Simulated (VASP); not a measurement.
Set up this calculation in VASP 6.6.1, as the native input.

| Property | Result |
| --- | --- |
| Task | single point |
| Functional | PBE |
| Potentials or basis | VASP PAW PBE potentials, release 64 (Ga_d, N) |
| Cutoff | 520 eV |
| k mesh | 12 × 12 × 6 |
| Occupations | fermi-dirac, width 0.02 eV |
| Spin | no spin polarisation |
| Dipole correction | no |
| Further INCAR settings | ALGO = Normal; EDIFF = 1e-06; NBANDS = 26 |

The structure of GaN lies in POSCAR:

```
GaN
1.0
    3.1884934950      0.0000000000      0.0000000000
   -1.5942467475      2.8579138548      0.0000000000
    0.0000000000      0.0000000000      4.7558752377
Ga N
2 2
Direct
    0.3347358203      0.6694716406      0.2500000000
    0.6652641797      0.3305283594      0.7500000000
    0.6631285464      0.3262570928      0.2500000000
    0.3368714536      0.6737429072      0.7500000000
```

This cell differs from its parent crystal: uniaxial x strain -3.4%.

One way to write it, as run:

INCAR

```
PREC = Accurate
ENCUT = 520
EDIFF = 1E-6
ISMEAR = -1
SIGMA = 0.02
LREAL = False
LASPH = True
NELM = 60
ALGO = Normal
ISIF = 2
LWAVE = False
LCHARG = False
GGA = PE
NBANDS = 26
```

KPOINTS

```
regular mesh
0
Gamma
  12 12 6
```

Potentials or basis: VASP PAW PBE potentials, release 64 (Ga_d, N).

Run with:

```bash
$ cat potpaw_PBE.64/Ga_d/POTCAR potpaw_PBE.64/N/POTCAR > POTCAR
$ mpirun -np 1 vasp_std > vasp.out
```

It gave:

| Quantity | Value |
| --- | --- |
| Pressure | 15.1 GPa |
| Largest force | 0.014 eV/Å |
| Band gap on the k mesh | 1.79 eV |

Caveat: the cell differs from its parent crystal (uniaxial x strain -3.4%); the cell stands under pressure.

It took 3 min on 1 thread of Intel Xeon 8259CL, with other jobs on the host, peak memory 0.28 GiB.
